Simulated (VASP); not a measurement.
Here is a VASP 6.6.1 calculation.

The input POSCAR:

```
Br
1.0
    3.0804459153      0.0000000000      0.0000000000
    0.0000000000      3.0804459153      0.0000000000
    0.0000000000      0.0000000000      3.0804459153
Br
1
Direct
    0.0000000000      0.0000000000      0.0000000000
```

The input INCAR.step1:

```
SYSTEM = Br
PREC = Accurate ; ENCUT = 520
ISMEAR = -1 ; SIGMA = 0.05
LREAL = .FALSE. ; LASPH = .TRUE.
NELM = 80 ; NBANDS = 10
GGA = PE ; ALGO = Normal
EDIFF = 1E-4 ; LWAVE = .TRUE.
LCHARG = .FALSE.
```

The input INCAR.step2:

```
SYSTEM = Br
PREC = Accurate ; ENCUT = 520
EDIFF = 1E-6 ; ISMEAR = -1
SIGMA = 0.05 ; LREAL = .FALSE.
LASPH = .TRUE. ; NELM = 80
ALGO = Normal ; ISIF = 2
LWAVE = .FALSE. ; LCHARG = .TRUE.
METAGGA = R2SCAN ; LMIXTAU = .TRUE.
LELF = .TRUE. ; LVHAR = .TRUE.
NBANDS = 10 ; ISTART = 1
```

Contents of KPOINTS:

```
Automatic mesh
0
G
  8 8 8
  0 0 0
```

Potentials or basis: VASP PAW PBE potentials, release 64 (Br).

Launch:

```sh
$ cat potpaw_PBE.64/Br/POTCAR > POTCAR
$ cp INCAR.step1 INCAR
$ mpirun -np 1 vasp_std > vasp.out
$ cp INCAR.step2 INCAR
$ mpirun -np 1 vasp_std > vasp.out
```

Problem. Predict the pressure.

Solution. 0.0 GPa.

Problem. Predict the band gap on the k mesh.

Solution. Zero (an odd number of electrons rules out a gap without spin polarisation).

Caveat: the PAW data sets were made with another functional, which shifts forces and pressure a little; an odd number of electrons without spin polarisation forces a metal; a magnetic or distorted state may lie lower.
